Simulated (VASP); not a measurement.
SnO2:

```
Sn O
1.0
     3.23058    0.00000    0.00000
    -1.61529    2.79776    0.00000
     0.00000    0.00000   10.79056
Sn O
2 4
Direct
  0.00000 0.00000 0.00000
  0.00000 0.00000 0.50000
  0.33333 0.66667 0.90586
  0.33333 0.66667 0.59414
  0.66667 0.33333 0.09414
  0.66667 0.33333 0.40586
```

- Program: VASP 6.6.1
- Task: relaxation of cell and atoms
- Functional: LDA
- Potentials or basis: VASP PAW LDA potentials, release 64 (Sn_d, O)
- Cutoff: 600 eV
- k mesh: 9 × 9 × 3
- Occupations: fermi-dirac, width 0.05 eV
- Spin: no spin polarisation

At the start: pressure -7.3 GPa; volume 16.25 Å³/atom.

Problem. How do energy, volume and symmetry change on relaxing?

Solution. Over 17 steps the energy falls by 22.4 meV/atom and the volume is 14.79 Å³/atom (-9.0 %); space group P6_3/mmc (No. 194, to 0.1 Å) before and after.

Step by step:
```
step  energy change (eV)  largest force (eV/Å)  pressure (GPa)  volume (Å³)
   1              0.0000                0.6384           -7.27        97.53
   2              0.1609                1.1772           13.56        87.47
   3             -0.1247                0.0023           -0.24        93.31
   4             -0.1248                0.0121           -0.08        93.23
   5             -0.1254                0.0256           -0.12        93.11
   6             -0.1264                0.0661           -0.13        92.77
   7             -0.1265                0.0819           -0.15        92.63
   8             -0.1268                0.0815           -0.14        92.52
   9             -0.1278                0.0809           -0.12        92.19
  10             -0.1297                0.0802           -0.10        91.53
  11             -0.1324                0.0784            0.06        90.22
  12             -0.1317                0.0771            0.46        87.60
  13             -0.1333                0.0829            0.29        88.98
  14             -0.1321                0.1061           -1.04        89.01
  15             -0.1340                0.0099           -0.26        88.99
  16             -0.1340                0.0132            0.22        88.53
  17             -0.1344                0.0015           -0.02        88.77
```

Final structure:
```
Sn O
1.0
     3.17548    0.00000    0.00000
    -1.58774    2.75004    0.00000
     0.00000    0.00000   10.16498
Sn O
2 4
Direct
  0.00000 0.00000 0.00000
  0.00000 0.00000 0.50000
  0.33333 0.66667 0.90237
  0.33333 0.66667 0.59763
  0.66667 0.33333 0.09763
  0.66667 0.33333 0.40237
```
